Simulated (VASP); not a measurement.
# Tl in VASP: single point with PBEsol

Aim: the single point of Tl with PBEsol.

Everything below comes from runs of VASP 6.6.1. Logs are shortened: lines on timing, memory, paths and dates and some standing lists are left out, and cuts for length are marked.

### Step 1. The cell of the first run

The cell holds a slab with vacuum, 6 atoms: a = 3.465 Å, b = 3.465 Å, c = 30.699 Å, α = 90.00°, β = 90.00°, γ = 120.00°.

### Step 2. Single point, PBEsol

Input file INCAR:

```
PREC = Accurate
ENCUT = 520
EDIFF = 1E-7
ISMEAR = 0
SIGMA = 0.1
LREAL = F
LASPH = T
NELM = 100
ALGO = Normal
ISIF = 2
LWAVE = F
LCHARG = F
LDIPOL = T
IDIPOL = 3
DIPOL = 0.5 0.5 0.501
GGA = PS
NBANDS = 48
```

Input file KPOINTS:

```
regular mesh
0
Gamma
  9 9 1
```

Input file POSCAR:

```
Tl
1.0
    3.4651302196      0.0000000000      0.0000000000
   -1.7325651098      3.0008907976      0.0000000000
    0.0000000000      0.0000000000     30.6991295533
Tl
6
Direct
    0.6666666667      0.3333333333      0.2768808147
    0.3333333333      0.6666666667      0.3670531218
    0.6666666667      0.3333333333      0.4549138464
    0.3333333333      0.6666666667      0.5469896664
    0.0000000000      0.0000000000      0.6365059834
    0.3333333333      0.6666666667      0.7265921109
```

Potentials or basis: VASP PAW PBE potentials, release 64 (Tl_d).

On the command line:

```console
> cat potpaw_PBE.64/Tl_d/POTCAR > POTCAR
> mpirun -np 1 vasp_std > vasp.out
```

OUTCAR:

```text
PREC = Accurate
   ENCUT = 520
   EDIFF = 1E-7
   ISMEAR = 0
   LREAL = F
   LASPH = T
   NELM = 100
   ISIF = 2
   GGA = PS

 ion  position               nearest neighbor table
   1  0.667  0.333  0.277-   2 3.42   2 3.42   2 3.42
   2  0.333  0.667  0.367-   3 3.36   3 3.36   3 3.36   1 3.42   1 3.42   1 3.42
   3  0.667  0.333  0.455-   2 3.36   2 3.36   2 3.36   4 3.46   4 3.46   4 3.46
   4  0.333  0.667  0.547-   5 3.40   5 3.40   5 3.40   3 3.46   3 3.46   3 3.46
   5  0.000  0.000  0.637-   4 3.40   4 3.40   4 3.40   6 3.41   6 3.41   6 3.41
   6  0.333  0.667  0.727-   5 3.41   5 3.41   5 3.41

  LATTYP: Found a hexagonal cell.
 ALAT       =     3.4651302196
 C/A-ratio  =     8.8594446984

  Lattice vectors:

 A1 = (   3.4651302196,   0.0000000000,   0.0000000000)
 A2 = (  -1.7325651098,   3.0008907976,   0.0000000000)
 A3 = (   0.0000000000,   0.0000000000,  30.6991295533)

Analysis of symmetry for initial positions (statically):
=====================================================================
 Subroutine PRICEL returns:
 Original cell was already a primitive cell.

 Routine SETGRP: Setting up the symmetry group for a
 hexagonal supercell.

 Subroutine GETGRP returns: Found  6 space group operations
 (whereof  6 operations were pure point group operations)
 out of a pool of 24 trial point group operations.

The static configuration has the point symmetry C_3v.

Analysis of symmetry for dynamics (positions and initial velocities):
=====================================================================
 Subroutine PRICEL returns:
 Original cell was already a primitive cell.

 Routine SETGRP: Setting up the symmetry group for a
 hexagonal supercell.

 Subroutine GETGRP returns: Found  6 space group operations
 (whereof  6 operations were pure point group operations)
 out of a pool of 24 trial point group operations.

The dynamic configuration has the point symmetry C_3v.

 Subroutine INISYM returns: Found  6 space group operations
 (whereof  6 operations are pure point group operations),
 and found     1 'primitive' translations

----------------------------------------------------------------------------------------

                                     Primitive cell

  volume of cell :     319.2242

  direct lattice vectors                    reciprocal lattice vectors
     3.465130220  0.000000000  0.000000000     0.288589443  0.166617193  0.000000000
    -1.732565110  3.000890798  0.000000000     0.000000000  0.333234385  0.000000000
     0.000000000  0.000000000 30.699129553     0.000000000  0.000000000  0.032574213

  length of vectors
     3.465130220  3.465130220 30.699129553     0.333234385  0.333234385  0.032574213

  position of ions in fractional coordinates (direct lattice)
     0.666666667  0.333333333  0.276880815
     0.333333333  0.666666667  0.367053122
     0.666666667  0.333333333  0.454913846
     0.333333333  0.666666667  0.546989666
     0.000000000  0.000000000  0.636505983
     0.333333333  0.666666667  0.726592111

  ion indices of the primitive-cell ions
   primitive index   ion index
                 1           1
                 2           2
                 3           3
                 4           4
                 5           5
                 6           6

----------------------------------------------------------------------------------------

 KPOINTS: regular mesh

Automatic generation of k-mesh.
 Grid dimensions read from file:
 generate k-points for:    9    9    1

 Generating k-lattice:

  Cartesian coordinates                     Fractional coordinates (reciprocal lattice)
     0.032065494  0.018513021  0.000000000     0.111111111  0.000000000  0.000000000
     0.000000000  0.037026043  0.000000000     0.000000000  0.111111111  0.000000000
     0.000000000  0.000000000  0.032574213     0.000000000  0.000000000  1.000000000

  Length of vectors
     0.037026043  0.037026043  0.032574213

  Shift w.r.t. Gamma in fractional coordinates (k-lattice)
     0.000000000  0.000000000  0.000000000

 Subroutine IBZKPT returns following result:
 ===========================================

 Found     12 irreducible k-points:

 Following reciprocal coordinates:
            Coordinates               Weight
  0.000000  0.000000  0.000000      1.000000
  0.111111  0.000000  0.000000      6.000000
  0.222222  0.000000  0.000000      6.000000
  0.333333  0.000000  0.000000      6.000000
  0.444444  0.000000  0.000000      6.000000
  0.111111  0.111111  0.000000      6.000000
  0.222222  0.111111  0.000000     12.000000
  0.333333  0.111111  0.000000     12.000000
  0.444444  0.111111  0.000000      6.000000
  0.222222  0.222222  0.000000      6.000000
  0.333333  0.222222  0.000000     12.000000
  0.333333  0.333333  0.000000      2.000000
   k-points           NKPTS =     12   k-points in BZ     NKDIM =     12   number of bands    NBANDS=     48
   number of dos      NEDOS =    301   number of ions     NIONS =      6
   total plane-waves  NPLWV = 188160
   dimension x,y,z NGX =    28 NGY =   28 NGZ =  240
   dimension x,y,z NGXF=    56 NGYF=   56 NGZF=  480
   ions per type =               6
   NGX,Y,Z   is equivalent  to a cutoff of  13.43, 13.43, 13.00 a.u.
   NGXF,Y,Z  is equivalent  to a cutoff of  26.87, 26.87, 25.99 a.u.
 SYSTEM =  unknown system
   PREC   = accura    normal or accurate (medium, high low for compatibility)
   ISTART =      0    job   : 0-new  1-cont  2-samecut
   ICHARG =      2    charge: 1-file 2-atom 10-const
   ISPIN  =      1    spin polarized calculation?
   LNONCOLLINEAR =      F non collinear calculations
   LSORBIT =      F    spin-orbit coupling
   LASPH  =      T    aspherical Exc in radial PAW
   ENCUT  =  520.0 eV  38.22 Ry    6.18 a.u.   6.44  6.44 57.08*2*pi/ulx,y,z
   NELM   =    100;   NELMIN=  2; NELMDL= -5     # of ELM steps
   EDIFF  = 0.1E-06   stopping-criterion for ELM
   LREAL  =      F    real-space projection
   EDIFFG = 0.1E-05   stopping-criterion for IOM
   NSW    =      0    number of steps for IOM
   IBRION =     -1    ionic relax: 0-MD 1-quasi-New 2-CG
   NFREE  =      0    steps in history (QN), initial steepest desc. (CG)
   ISIF   =      2    stress and relaxation
   ISYM   =      2    0-nonsym 1-usesym 2-fastsym
   POTIM  = 0.5000    time-step for ionic-motion
   TEBEG  =    0.0;   TEEND  =   0.0 temperature during run
   PSTRESS=    0.0 pullay stress
   NELECT =      78.0000    total number of electrons
   NUPDOWN=      -1.0000    fix difference up-down
   EMIN   =  10.00;   EMAX   =-10.00  energy-range for DOS
   EFERMI =   0.00;   METHOD = LEGACY
   ISMEAR =     0;   SIGMA  =   0.10  broadening in eV -4-tet -1-fermi 0-gaus
   EFERMI_NEDOS =   21; number of points for ismear=-14 and -15
   IALGO  =     38    algorithm
   IMIX   =      4    mixing-type and parameters
     AMIX     =   0.40;   BMIX     =  1.00
     AMIX_MAG =   1.60;   BMIX_MAG =  1.00
  volume/ion in A,a.u.               =      53.20       359.04
  Fermi-wavevector in a.u.,A,eV,Ry     =   1.023468  1.934075 14.251933  1.047488
  Thomas-Fermi vector in A             =   2.157203
   LORBIT       =      0    0 simple, 1 ext, 2 COOP (PROOUT), +10 PAW based schemes
   GGA     = PS    functional components
   LHFCALC =     F    Hartree Fock is set to
   AEXX    =    0.0000 exact exchange contribution
   IVDW    =     0    specifies the selected vdW correction
   LEPSILON=     F    determine dielectric tensor
   LRPA    =     F    only Hartree local field effects (RPA)
 non-spin polarized calculation
 Gauss-broadening in eV      SIGMA  =   0.10
  energy-cutoff  :      520.00
  volume of cell :      319.22
 maximum number of plane-waves:      8665
 NGX is ok and might be reduce to    28
   NGX = 13   NGY = 13   NGZ =115

 dipolmoment           0.000000      0.000000     -0.017948 electrons x Angstroem

 number of electron      78.0000002 magnetization

 dipolmoment           0.000000      0.000000      0.000581 electrons x Angstroem

 Free energy of the ion-electron system (eV)
  ---------------------------------------------------
  ext. energy  EPLUGINS =         0.00000000
  ---------------------------------------------------
  free energy    TOTEN  =       -15.28705999 eV

  energy without entropy =      -15.26843960  energy(sigma->0) =      -15.27774979

 E-fermi :   1.7018     XC(G=0):  -6.0569

 val. band max:        1.6445268027   @ k =   0.2222   0.2222   0.0000
 cond. band min:       1.7396579818   @ k =   0.3333   0.0000   0.0000
 fundamental gap:      0.0951311791
 Fermi energy:         1.7018052694

 k-point     1 :       0.0000    0.0000    0.0000
  band No.  band energies     occupation
      1     -10.0317      2.00000
      2     -10.0097      2.00000
      3      -9.9338      2.00000
      4      -9.8959      2.00000
      5      -9.8448      2.00000
      6      -9.8448      2.00000
[... 40 lines left out ...]
     47       9.7151      0.00000
     48       9.7151      0.00000

 k-point     2 :       0.1111    0.0000    0.0000
  band No.  band energies     occupation
      1      -9.9988      2.00000
      2      -9.9779      2.00000
      3      -9.9095      2.00000
      4      -9.8783      2.00000
      5      -9.8592      2.00000
      6      -9.8446      2.00000
[... 40 lines left out ...]
     47       7.8871      0.00000
     48       8.4547      0.00000

 k-point     3 :       0.2222    0.0000    0.0000
  band No.  band energies     occupation
      1     -10.0166      2.00000
      2      -9.9946      2.00000
      3      -9.9424      2.00000
      4      -9.9155      2.00000
      5      -9.8797      2.00000
      6      -9.8570      2.00000
[... 448 lines left out ...]
     47       4.2698      0.00000
     48       4.7615      0.00000

 k-point    12 :       0.3333    0.3333    0.0000
  band No.  band energies     occupation
      1     -10.0203      2.00000
      2      -9.9877      2.00000
      3      -9.9449      2.00000
      4      -9.9186      2.00000
      5      -9.9169      2.00000
      6      -9.8963      2.00000
[... 40 lines left out ...]
     47       3.5350      0.00000
     48       3.8499      0.00000

------------------------ aborting loop because EDIFF is reached ----------------------------------------

 vacuum level on the upper side and lower side of the slab       (xc-potential included)        -0.077        -0.085

  FORCE on cell =-STRESS in cart. coord.  units (eV):
  Direction    XX          YY          ZZ          XY          YZ          ZX
  --------------------------------------------------------------------------------------
  -------------------------------------------------------------------------------------
  Total       -1.5662059     -1.5662059      0.0171125     -0.0000000      0.0000000      0.0000000
  in kB       -7.8607435     -7.8607435      0.0858872     -0.0000000      0.0000000      0.0000000
  external PRESSURE =      -5.2118666 kB  Pullay stress =       0.0000000 kB

 VOLUME and BASIS-vectors are now :
 -----------------------------------------------------------------------------
  energy-cutoff  :      520.00
  volume of cell :      319.22
      direct lattice vectors                 reciprocal lattice vectors
     3.465130220  0.000000000  0.000000000     0.288589443  0.166617193  0.000000000
    -1.732565110  3.000890798  0.000000000     0.000000000  0.333234385  0.000000000
     0.000000000  0.000000000 30.699129553     0.000000000  0.000000000  0.032574213

 POSITION                                       TOTAL-FORCE (eV/Angst)
 -----------------------------------------------------------------------------------
      1.73257      1.00030      8.50000         0.000000      0.000000     -0.026374
     -0.00000      2.00059     11.26821         0.000000      0.000000      0.028736
      1.73257      1.00030     13.96546        -0.000000     -0.000000     -0.007833
     -0.00000      2.00059     16.79211         0.000000     -0.000000     -0.001460
      0.00000      0.00000     19.54018         0.000000     -0.000000      0.004144
     -0.00000      2.00059     22.30575        -0.000000     -0.000000      0.002787
 -----------------------------------------------------------------------------------
    total drift:                                0.000000     -0.000000     -0.000215

  FREE ENERGIE OF THE ION-ELECTRON SYSTEM (eV)
  ---------------------------------------------------
  free  energy   TOTEN  =       -15.2870599914 eV

  energy  without entropy=      -15.2684395975  energy(sigma->0) =      -15.27774979

 vacuum level on the upper side and lower side of the slab         5.423         5.416
```

It took 4.6 min on 1 thread of Intel Xeon 6975P-C (Granite Rapids), shared host; peak memory 0.48 GiB.

Results:

| Property | Result |
| --- | --- |
| Free energy | -15.2871 eV |
| Largest force | 0.029 eV/Å |
| Band gap on the k mesh | zero (band 39 reaches 3.13 eV, above the bottom of band 40 at 0.44 eV) |

Forces in eV/Å, atoms in the order of the input:
```
Tl   0.000  0.000 -0.026
Tl   0.000  0.000  0.029
Tl   0.000  0.000 -0.008
Tl   0.000  0.000 -0.001
Tl   0.000  0.000  0.004
Tl   0.000  0.000  0.003
```

Caveat: the PAW data sets were made with another functional, which shifts forces and pressure a little; spin-orbit coupling is left out, which moves the levels of the heavy elements.
